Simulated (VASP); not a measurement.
# Sn (Fd-3m) in VASP: density of states with LDA

Aim: the density of states of Sn with LDA.

Everything below comes from runs of VASP 6.6.1. Logs are shortened: lines on timing, memory, paths and dates and some standing lists are left out, and cuts for length are marked.

## (1) The cell of the first run

It takes space group Fd-3m (No. 227, cubic). Conventional cell: a = 6.474 Å, b = 6.474 Å, c = 6.474 Å, α = 90.00°, β = 90.00°, γ = 90.00°. Within 3.7 Å of Sn (site symmetry -43m) lie 4 Sn at 2.80 Å.

## (2) Density of states, LDA

File POSCAR:

```
Sn
1.0
    0.0000000000      3.2370260443      3.2370260443
    3.2370260443      0.0000000000      3.2370260443
    3.2370260443      3.2370260443      0.0000000000
Sn
2
Direct
    0.0000000000      0.0000000000      0.0000000000
    0.2500000000      0.2500000000      0.2500000000
```

File INCAR.step1:

```
SYSTEM = Sn
PREC = Accurate
ENCUT = 400
EDIFF = 1E-6
ISMEAR = 0
SIGMA = 0.1
LREAL = .FALSE.
LASPH = .TRUE.
NELM = 120
ALGO = Normal
ISIF = 2
LWAVE = .FALSE.
LCHARG = .TRUE.
GGA = CA
NBANDS = 21
GGA_COMPAT = .FALSE.
NEDOS = 2001
LORBIT = 11
```

File KPOINTS.step1:

```
regular mesh
0
G
  12 12 12
  0 0 0
```

File INCAR.step2:

```
SYSTEM = Sn
PREC = Accurate
ENCUT = 400
EDIFF = 1E-6
ISMEAR = -5
SIGMA = 0.1
LREAL = .FALSE.
LASPH = .TRUE.
NELM = 120
ALGO = Normal
ISIF = 2
LWAVE = .FALSE.
LCHARG = .FALSE.
GGA = CA
LORBIT = 10
NEDOS = 1001
ICHARG = 11
GGA_COMPAT = .FALSE.
```

File KPOINTS.step2:

```
regular mesh
0
G
  18 18 18
  0 0 0
```

Potentials or basis: VASP PAW LDA potentials, release 64 (Sn_d).

The run is started by

```
$ cat potpaw_LDA.64/Sn_d/POTCAR > POTCAR
$ cp INCAR.step1 INCAR
$ cp KPOINTS.step1 KPOINTS
$ mpirun -np 1 vasp_std > vasp.out
$ cp INCAR.step2 INCAR
$ cp KPOINTS.step2 KPOINTS
$ mpirun -np 1 vasp_std > vasp.out
```

OUTCAR:

```text
SYSTEM = Sn
   PREC = Accurate
   ENCUT = 400
   EDIFF = 1E-6
   ISMEAR = -5
   LREAL = .FALSE.
   LASPH = .TRUE.
   NELM = 120
   ISIF = 2
   GGA = CA
   LORBIT = 10
   ICHARG = 11

 ion  position               nearest neighbor table
   1  0.000  0.000  0.000-   2 2.80   2 2.80   2 2.80   2 2.80
   2  0.250  0.250  0.250-   1 2.80   1 2.80   1 2.80   1 2.80

  LATTYP: Found a face centered cubic cell.
 ALAT       =     6.4740520886

  Lattice vectors:

 A1 = (   0.0000000000,   3.2370260443,   3.2370260443)
 A2 = (   3.2370260443,   0.0000000000,   3.2370260443)
 A3 = (   3.2370260443,   3.2370260443,   0.0000000000)

Analysis of symmetry for initial positions (statically):
=====================================================================
 Subroutine PRICEL returns:
 Original cell was already a primitive cell.

 Routine SETGRP: Setting up the symmetry group for a
 face centered cubic supercell.

 Subroutine GETGRP returns: Found 48 space group operations
 (whereof 24 operations were pure point group operations)
 out of a pool of 48 trial point group operations.

The static configuration has the point symmetry T_d .
 The point group associated with its full space group is O_h .

Analysis of symmetry for dynamics (positions and initial velocities):
=====================================================================
 Subroutine PRICEL returns:
 Original cell was already a primitive cell.

 Routine SETGRP: Setting up the symmetry group for a
 face centered cubic supercell.

 Subroutine GETGRP returns: Found 48 space group operations
 (whereof 24 operations were pure point group operations)
 out of a pool of 48 trial point group operations.

The dynamic configuration has the point symmetry T_d .
 The point group associated with its full space group is O_h .

 Subroutine INISYM returns: Found 48 space group operations
 (whereof 24 operations are pure point group operations),
 and found     1 'primitive' translations

----------------------------------------------------------------------------------------

                                     Primitive cell

  volume of cell :      67.8373

  direct lattice vectors                    reciprocal lattice vectors
     0.000000000  3.237026044  3.237026044    -0.154462767  0.154462767  0.154462767
     3.237026044  0.000000000  3.237026044     0.154462767 -0.154462767  0.154462767
     3.237026044  3.237026044  0.000000000     0.154462767  0.154462767 -0.154462767

  length of vectors
     4.577846134  4.577846134  4.577846134     0.267537361  0.267537361  0.267537361

  position of ions in fractional coordinates (direct lattice)
     0.000000000  0.000000000  0.000000000
     0.250000000  0.250000000  0.250000000

  ion indices of the primitive-cell ions
   primitive index   ion index
                 1           1
                 2           2

----------------------------------------------------------------------------------------

 KPOINTS: regular mesh

Automatic generation of k-mesh.
 Grid dimensions read from file:
 generate k-points for:   18   18   18

 Generating k-lattice:

  Cartesian coordinates                     Fractional coordinates (reciprocal lattice)
    -0.008581265  0.008581265  0.008581265     0.055555556  0.000000000  0.000000000
     0.008581265 -0.008581265  0.008581265     0.000000000  0.055555556  0.000000000
     0.008581265  0.008581265 -0.008581265     0.000000000  0.000000000  0.055555556

  Length of vectors
     0.014863187  0.014863187  0.014863187

  Shift w.r.t. Gamma in fractional coordinates (k-lattice)
     0.000000000  0.000000000  0.000000000

 TETIRR: Found    806 inequivalent tetrahedra from    34992

 Subroutine IBZKPT returns following result:
 ===========================================

 Found    195 irreducible k-points:

 Following reciprocal coordinates:
            Coordinates               Weight
  0.000000  0.000000  0.000000      1.000000
  0.055556  0.000000  0.000000      8.000000
  0.111111  0.000000  0.000000      8.000000
  0.166667  0.000000  0.000000      8.000000
  0.222222  0.000000  0.000000      8.000000
  0.277778  0.000000  0.000000      8.000000
[... 16 lines left out ...]
 -0.277778  0.055556  0.000000     24.000000
 -0.222222  0.055556  0.000000     24.000000
 [... further k-points ...]
   k-points           NKPTS =    195   k-points in BZ     NKDIM =    195   number of bands    NBANDS=     18
   number of dos      NEDOS =   1001   number of ions     NIONS =      2
   total plane-waves  NPLWV =  27000
   dimension x,y,z NGX =    30 NGY =   30 NGZ =   30
   dimension x,y,z NGXF=    60 NGYF=   60 NGZF=   60
   ions per type =               2
   NGX,Y,Z   is equivalent  to a cutoff of  10.89, 10.89, 10.89 a.u.
   NGXF,Y,Z  is equivalent  to a cutoff of  21.79, 21.79, 21.79 a.u.
 SYSTEM =  Sn
   PREC   = accura    normal or accurate (medium, high low for compatibility)
   ISTART =      0    job   : 0-new  1-cont  2-samecut
   ICHARG =     11    charge: 1-file 2-atom 10-const
   ISPIN  =      1    spin polarized calculation?
   LNONCOLLINEAR =      F non collinear calculations
   LSORBIT =      F    spin-orbit coupling
   LASPH  =      T    aspherical Exc in radial PAW
   ENCUT  =  400.0 eV  29.40 Ry    5.42 a.u.   7.47  7.47  7.47*2*pi/ulx,y,z
   NELM   =    120;   NELMIN=  2; NELMDL=  0     # of ELM steps
   EDIFF  = 0.1E-05   stopping-criterion for ELM
   LREAL  =      F    real-space projection
   EDIFFG = 0.1E-04   stopping-criterion for IOM
   NSW    =      0    number of steps for IOM
   IBRION =     -1    ionic relax: 0-MD 1-quasi-New 2-CG
   NFREE  =      0    steps in history (QN), initial steepest desc. (CG)
   ISIF   =      2    stress and relaxation
   ISYM   =      2    0-nonsym 1-usesym 2-fastsym
   POTIM  = 0.5000    time-step for ionic-motion
   TEBEG  =    0.0;   TEEND  =   0.0 temperature during run
   PSTRESS=    0.0 pullay stress
   NELECT =      28.0000    total number of electrons
   NUPDOWN=      -1.0000    fix difference up-down
   EMIN   =  10.00;   EMAX   =-10.00  energy-range for DOS
   EFERMI =   0.00;   METHOD = LEGACY
   ISMEAR =    -5;   SIGMA  =   0.10  broadening in eV -4-tet -1-fermi 0-gaus
   EFERMI_NEDOS =   21; number of points for ismear=-14 and -15
   IALGO  =     38    algorithm
   IMIX   =      4    mixing-type and parameters
     AMIX     =   0.40;   BMIX     =  1.00
     AMIX_MAG =   1.60;   BMIX_MAG =  1.00
  volume/ion in A,a.u.               =      33.92       228.89
  Fermi-wavevector in a.u.,A,eV,Ry     =   1.218909  2.303404 20.214711  1.485739
  Thomas-Fermi vector in A             =   2.354179
   LORBIT       =     10    0 simple, 1 ext, 2 COOP (PROOUT), +10 PAW based schemes
   GGA     = CA    functional components
   LHFCALC =     F    Hartree Fock is set to
   AEXX    =    0.0000 exact exchange contribution
   IVDW    =     0    specifies the selected vdW correction
   LEPSILON=     F    determine dielectric tensor
   LRPA    =     F    only Hartree local field effects (RPA)
 non-spin polarized calculation
 Fermi weights with tetrahedron method with Bloechl corrections
  energy-cutoff  :      400.00
  volume of cell :       67.84
 maximum number of plane-waves:      1258
 NGX is ok and might be reduce to    30

 number of electron      28.0000012 magnetization

 Free energy of the ion-electron system (eV)
  ---------------------------------------------------
  ext. energy  EPLUGINS =         0.00000000
  ---------------------------------------------------
  free energy    TOTEN  =        -8.94469834 eV

  energy without entropy =       -8.94469834  energy(sigma->0) =       -8.94469834

 E-fermi :   5.4631     XC(G=0):  -9.2254

 val. band max:        5.4614262438   @ k =  -0.0556   0.0556   0.0000
 cond. band min:       5.3567831372   @ k =   0.5000   0.0000   0.0000
 fundamental gap:     -0.1046431066
 Fermi energy:         5.4630621071

 k-point     1 :       0.0000    0.0000    0.0000
  band No.  band energies     occupation
      1     -16.1855      2.00000
      2     -16.1855      2.00000
      3     -16.1855      2.00000
      4     -16.1219      2.00000
      5     -16.1219      2.00000
      6     -15.8048      2.00000
[... 10 lines left out ...]
     17       7.5928      0.00000
     18       7.5928      0.00000

 k-point     2 :       0.0556    0.0000    0.0000
  band No.  band energies     occupation
      1     -16.1882      2.00000
      2     -16.1882      2.00000
      3     -16.1847      2.00000
      4     -16.1182      2.00000
      5     -16.1182      2.00000
      6     -15.8122      2.00000
[... 10 lines left out ...]
     17       7.6786      0.00000
     18       7.7123      0.00000

 k-point     3 :       0.1111    0.0000    0.0000
  band No.  band energies     occupation
      1     -16.1946      2.00000
      2     -16.1946      2.00000
      3     -16.1824      2.00000
      4     -16.1091      2.00000
      5     -16.1091      2.00000
      6     -15.8234      2.00000
[... 10 lines left out ...]
     17       7.8951      0.00000
     18       8.1174      0.00000

 k-point     4 :       0.1667    0.0000    0.0000
  band No.  band energies     occupation
      1     -16.2020      2.00000
      2     -16.2020      2.00000
      3     -16.1789      2.00000
      4     -16.0977      2.00000
      5     -16.0977      2.00000
      6     -15.8345      2.00000
[... 375 lines left out ...]
      4     -16.0693      2.00000
      5     -16.0590      2.00000
      6     -15.8695      2.00000
[... 10 lines left out ...]
     17       8.7343      0.00000
     18      11.0042      0.00000

 k-point    23 :      -0.2778    0.0556    0.0000
  band No.  band energies     occupation
      1     -16.2193      2.00000
      2     -16.2161      2.00000
      3     -16.1649      2.00000
      4     -16.0768      2.00000
      5     -16.0655      2.00000
      6     -15.8654      2.00000
[... 10 lines left out ...]
     17       8.7174      0.00000
     18      10.4246      0.00000

 k-point    24 :      -0.2222    0.0556    0.0000
  band No.  band energies     occupation
      1     -16.2146      2.00000
      2     -16.2099      2.00000
      3     -16.1711      2.00000
      4     -16.0858      2.00000
      5     -16.0750      2.00000
      6     -15.8583      2.00000
[... 10 lines left out ...]
     17       8.5797      0.00000
     18       9.7637      0.00000

 [... further k-points ...]
[... 5 lines left out ...]
  --------------------------------------------------------------------------------------
  -------------------------------------------------------------------------------------
  Total       -0.0137641     -0.0137641     -0.0137641      0.0000000      0.0000000     -0.0000000
  in kB       -0.3250804     -0.3250804     -0.3250804      0.0000000      0.0000000     -0.0000000
  external PRESSURE =      -0.3250804 kB  Pullay stress =       0.0000000 kB

 VOLUME and BASIS-vectors are now :
 -----------------------------------------------------------------------------
  energy-cutoff  :      400.00
  volume of cell :       67.84
      direct lattice vectors                 reciprocal lattice vectors
     0.000000000  3.237026044  3.237026044    -0.154462767  0.154462767  0.154462767
     3.237026044  0.000000000  3.237026044     0.154462767 -0.154462767  0.154462767
     3.237026044  3.237026044  0.000000000     0.154462767  0.154462767 -0.154462767

 POSITION                                       TOTAL-FORCE (eV/Angst)
 -----------------------------------------------------------------------------------
      0.00000      0.00000      0.00000         0.000000     -0.000000     -0.000000
      1.61851      1.61851      1.61851        -0.000000      0.000000      0.000000
 -----------------------------------------------------------------------------------
    total drift:                                0.000000     -0.000000      0.000000

  FREE ENERGIE OF THE ION-ELECTRON SYSTEM (eV)
  ---------------------------------------------------
  free  energy   TOTEN  =        -8.9446983425 eV

  energy  without entropy=       -8.9446983425  energy(sigma->0) =       -8.94469834

 total charge

# of ion       s       p       d       tot
------------------------------------------
    1        1.175   1.226   9.968  12.370
    2        1.175   1.226   9.968  12.370
--------------------------------------------------
tot          2.351   2.452  19.936  24.740
```

It took 1.9 min on 1 thread of Intel Xeon 6975P-C, shared host; peak memory 0.24 GiB.

What came out:

```
Valence electrons inside the program's atomic spheres : Sn 12.37
```

Levels at points of the mesh, in eV from the Fermi level:
| k point | band 12 | band 13 | band 14 | band 15 | band 16 | band 17 |
| --- | --- | --- | --- | --- | --- | --- |
| (0.00, 0.00, 0.00) | -0.77 | 0.06 | 0.06 | 0.06 | 2.13 | 2.13 |
| (0.50, 0.00, 0.00) | -6.38 | -1.15 | -1.15 | -0.11 | 3.21 | 3.21 |
| (0.50, 0.50, 0.00) | -7.60 | -2.51 | -2.51 | 0.74 | 0.74 | 7.68 |

Caveat: spin-orbit coupling is left out, which moves the levels of the heavy elements; tetrahedron occupations give inexact forces and stress in metals.
